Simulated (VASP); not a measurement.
Input of a VASP 6.6.1 run:

The input INCAR:

```
PREC = Accurate
ENCUT = 520
EDIFF = 1E-6
ISMEAR = 0
SIGMA = 0.05
LREAL = False
LASPH = True
NELM = 80
ALGO = Normal
ISIF = 2
LWAVE = False
LCHARG = False
GGA = PE
NBANDS = 25
```

The input KPOINTS:

```
regular mesh
0
Gamma
  6 6 8
```

The input POSCAR:

```
SiO2
1.0
    4.5750058570      0.0000000000      0.0000000000
    0.0000000000      4.5750058570      0.0000000000
    0.0000000000      0.0000000000      2.4752398578
Si O
2 4
Direct
    0.5000000000      0.5000000000      0.5000000000
    0.0000000000      0.0000000000      0.0000000000
    0.6930152167      0.6930152167      0.0000000000
    0.1930152167      0.8069847833      0.5000000000
    0.3069847833      0.3069847833      0.0000000000
    0.8069847833      0.1930152167      0.5000000000
```

Potentials or basis: VASP PAW PBE potentials, release 64 (Si, O).

Launch:

```sh
$ cat potpaw_PBE.64/Si/POTCAR potpaw_PBE.64/O/POTCAR > POTCAR
$ mpirun -np 1 vasp_std > vasp.out
```

(1) What does it give for the pressure?

(2) Estimate the band gap on the k mesh.

(3) Predict the largest force.

Answers

(1) -6.2 GPa.

(2) 4.13 eV, direct.

(3) 1.966 eV/Å.

Caveat: the cell differs from its parent crystal (strain +0.080 along x and y, -0.080 along z); forces of over 1 eV/Å act on the atoms, so gaps and moduli don't describe the material at rest.
